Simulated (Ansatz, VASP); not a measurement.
One calculation of MnHg, two programs

The input INCAR:

```
PREC     = Accurate       # precision mode
ENCUT    = 500            # plane-wave cutoff, eV
EDIFF    = 1E-6           # SCF threshold, eV
ISMEAR   = 0              # smearing method
SIGMA    = 0.1            # smearing width, eV
LREAL    = F              # projectors in reciprocal space
LASPH    = T              # aspherical terms in the spheres
NELM     = 200            # most SCF steps
ALGO     = Normal         # electronic algorithm
ISIF     = 2              # what is computed and relaxed
LWAVE    = F              # write WAVECAR
LCHARG   = F              # write CHGCAR
ISPIN    = 2              # spin polarisation
MAGMOM   = 4.13 0         # initial moments
LORBIT   = 11             # projections on sites
LMAXMIX  = 4              # l up to which the mixer works
GGA      = PE             # functional
NBANDS   = 24             # bands
GGA_COMPAT= F
```

KPOINTS

```
regular mesh
0
Gamma
  4 4 4
```

POSCAR

```
MnHg
1.0
    3.3150000000      0.0000000000      0.0000000000
    0.0000000000      3.3150000000      0.0000000000
    0.0000000000      0.0000000000      3.3150000000
Mn Hg
1 1
Direct
    0.5000000000      0.5000000000      0.5000000000
    0.0000000000      0.0000000000      0.0000000000
```

Input for Ansatz:

```yaml
crystal:
  lattice:
    - [3.315, 0.0, 0.0]
    - [0.0, 3.315, 0.0]
    - [0.0, 0.0, 3.315]
  atoms:
    - { symbol: Mn, position: [0.5, 0.5, 0.5], spin: 4.13 }
    - { symbol: Hg, position: [0.0, 0.0, 0.0] }
basis:
  ecutwfc: 420
kpoints:
  mp_grid: { grid: [4, 4, 4] }
hamiltonian:
  xc: pbe
scf:
  occupations: { method: gaussian, width: 0.1 }
  lower_state_search: "off"
  n_extra_bands: 30
output:
  forces: true
  stress: true
  eigenvalues: true
  populations: true
magnetization:
  spin_polarized: true
```

Alike in both runs: task single point; functional PBE; k mesh 4 × 4 × 4; occupations gaussian, width 0.1 eV; collinear spin.

|  | VASP | Ansatz |
| --- | --- | --- |
| version | VASP 6.6.1 | Ansatz 0.2.0 |
| potentials or method | VASP PAW PBE potentials, release 64 (Mn_pv, Hg), cutoff 500 eV | scalar-relativistic, plane waves, PAW |
| valence electrons in the cell | 25 | 35 |

Ansatz gave:

| Item | Value |
| --- | --- |
| gap on the k mesh at the Fermi level (eV) | none |
| pressure (GPa) | -1.0 |
| net moment per atom (μB) | 1.86 |
| size of the moment on the site where the two differ most (μB) | 3.75 |

Question: Which values does VASP return?

Answer: gap on the k mesh at the Fermi level (eV): none; pressure (GPa): -0.6; net moment per atom (μB): 1.86; size of the moment on the site where the two differ most (μB): 3.70.

Site moments also hang on the region over which each program counts them. A gap of «none» marks a metal or a gap that the smearing closes. VASP's potentials hold 25 valence electrons a cell and Ansatz's 35, so a difference there can come from the potentials and not from the codes.

The k mesh is coarse, so the values compare programs but aren't converged. Neither program's run includes spin-orbit coupling.
